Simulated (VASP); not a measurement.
Here is a VASP 6.6.1 calculation.

Contents of INCAR:

```
PREC     = Accurate       # precision mode
ENCUT    = 600            # plane-wave cutoff, eV
EDIFF    = 1E-7           # SCF threshold, eV
ISMEAR   = 0              # smearing method
SIGMA    = 0.1            # smearing width, eV
LREAL    = F              # projectors in reciprocal space
LASPH    = T              # aspherical terms in the spheres
NELM     = 100            # most SCF steps
ALGO     = Fast           # electronic algorithm
ISIF     = 4              # what is computed and relaxed
LWAVE    = F              # write WAVECAR
LCHARG   = F              # write CHGCAR
GGA      = PE             # functional
IVDW     = 12             # dispersion correction
IBRION   = 2              # ionic algorithm
NSW      = 50             # ionic steps
EDIFFG   = -0.01          # ionic threshold
```

KPOINTS

```
regular mesh
0
Gamma
  14 14 14
```

Contents of POSCAR:

```
Ga3Sb
1.0
   -2.1873289881      2.1873289881      3.9691833044
    2.1873289881     -2.1873289881      3.9691833044
    2.1873289881      2.1873289881     -3.9691833044
Ga Sb
3 1
Direct
    0.7500000000      0.2500000000      0.5000000000
    0.2500000000      0.7500000000      0.5000000000
    0.5000000000      0.5000000000      0.0000000000
    0.0000000000      0.0000000000      0.0000000000
```

Potentials or basis: VASP PAW PBE potentials, release 64 (Ga_d, Sb).

Run with:

```bash
$ cat potpaw_PBE.64/Ga_d/POTCAR potpaw_PBE.64/Sb/POTCAR > POTCAR
$ mpirun -np 1 vasp_std > vasp.out
```

**Question.** Predict the band gap on the k mesh.

**Answer.** Zero (bands 22 and 23 overlap by 5.01 eV).

**Question.** Estimate the dispersion energy per atom.

**Answer.** -0.394 eV.

Final structure:
```
Ga Sb
1.0
    -2.18993    2.18993    3.95978
     2.18993   -2.18993    3.95978
     2.18993    2.18993   -3.95978
Ga Sb
3 1
Direct
  0.75000 0.25000 0.50000
  0.25000 0.75000 0.50000
  0.50000 0.50000 0.00000
  0.00000 0.00000 0.00000
```

Caveat: the highest band is partly filled, so the run has too few bands; spin-orbit coupling is left out, which moves the levels of the heavy elements.
